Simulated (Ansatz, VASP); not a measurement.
## MnO in VASP and in Ansatz

```xyz
2
Lattice="3.0321 0.0000 0.0000 -1.5161 2.6259 0.0000 0.0000 0.0000 2.7981" Properties=species:S:1:pos:R:3 pbc="T T T"
Mn    0.0000    0.0000    0.0000
O     0.0000    1.7506    1.3991
```

Change from the starting cell: ordered vacancies on the anion sites of aluminium diboride (P-6m2, No. 187).

Alike in both runs: functional PBE; k mesh 6 × 6 × 6; occupations gaussian, width 0.1 eV; collinear spin.

Ansatz relaxed the structure, and its values are those at the end. VASP's run is a single point on that final structure, the one shown.

|  | VASP | Ansatz |
| --- | --- | --- |
| version | VASP 6.6.1 | Ansatz 0.2.0 |
| potentials or method | VASP PAW PBE potentials, release 64 (Mn_pv, O), cutoff 520 eV | scalar-relativistic, plane waves, PAW |
| valence electrons in the cell | 19 | 21 |

Ansatz gave:

* gap on the k mesh at the Fermi level (eV): none
* pressure (GPa): 0.3
* net moment per atom (μB): 2.42
* size of the moment on the site where the two differ most (μB): 4.06

What did VASP give for the same quantities?

gap on the k mesh at the Fermi level (eV): none; pressure (GPa): 0.4; net moment per atom (μB): 2.42; size of the moment on the site where the two differ most (μB): 4.34.

Site moments also hang on the region over which each program counts them. A gap of «none» marks a metal or a gap that the smearing closes. VASP's potentials hold 19 valence electrons a cell and Ansatz's 21, so a difference there can come from the potentials and not from the codes. Ansatz's warnings: cell relax basis refresh.

The k mesh is coarse, so the values compare programs but aren't converged.
